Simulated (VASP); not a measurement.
A run of VASP 6.6.1 is set up as follows.

Contents of POSCAR:

```
Re
1.0
    2.7608000000      0.0000000000      0.0000000000
   -1.3804000000      2.3909229348      0.0000000000
    0.0000000000      0.0000000000      4.4582000000
Re
2
Direct
    0.6666666667      0.3333333333      0.7500000000
    0.3333333333      0.6666666667      0.2500000000
```

File INCAR.step1:

```
  PREC = Accurate
  ENCUT = 520
  EDIFF = 1E-5
  ISMEAR = -1
  SIGMA = 0.05
  LREAL = False
  LASPH = True
  NELM = 100
  ALGO = Normal
  ISIF = 2
  LWAVE = True
  NBANDS = 14
  GGA = PE
```

INCAR.step2

```
  PREC = Accurate
  ENCUT = 520
  EDIFF = 1E-6
  ISMEAR = -1
  SIGMA = 0.05
  LREAL = False
  LASPH = True
  NELM = 100
  ALGO = Normal
  ISIF = 2
  LWAVE = False
  LCHARG = True
  METAGGA = R2SCAN
  LHFCALC = True
  AEXX = 0.25
  LMIXTAU = True
  PRECFOCK = Normal
  LELF = True
  LVHAR = True
  NBANDS = 14
  ISTART = 1
```

File KPOINTS:

```
Automatic mesh
0
Gamma
  6 6 3
```

Potentials or basis: VASP PAW PBE potentials, release 64 (Re).

Run with:

```bash
$ cat potpaw_PBE.64/Re/POTCAR > POTCAR
$ cp INCAR.step1 INCAR
$ mpirun -np 1 vasp_std > vasp.out
$ cp INCAR.step2 INCAR
$ mpirun -np 1 vasp_std > vasp.out
```

Task: Predict the pressure.

Result: -13.9 GPa.

Task: Predict the band gap on the k mesh.

Result: Zero (bands 7 and 8 overlap by 3.87 eV).

Stress tensor (GPa, compression positive):
```
-10.61   0.00   0.00
  0.00 -10.61   0.00
  0.00   0.00 -20.43
```

Caveat: the k points lie up to 0.47 Å⁻¹ apart, too coarse for converged energies and pressures of a metal; the PAW data sets were made with another functional, which shifts forces and pressure a little; spin-orbit coupling is left out, which moves the levels of the heavy elements.
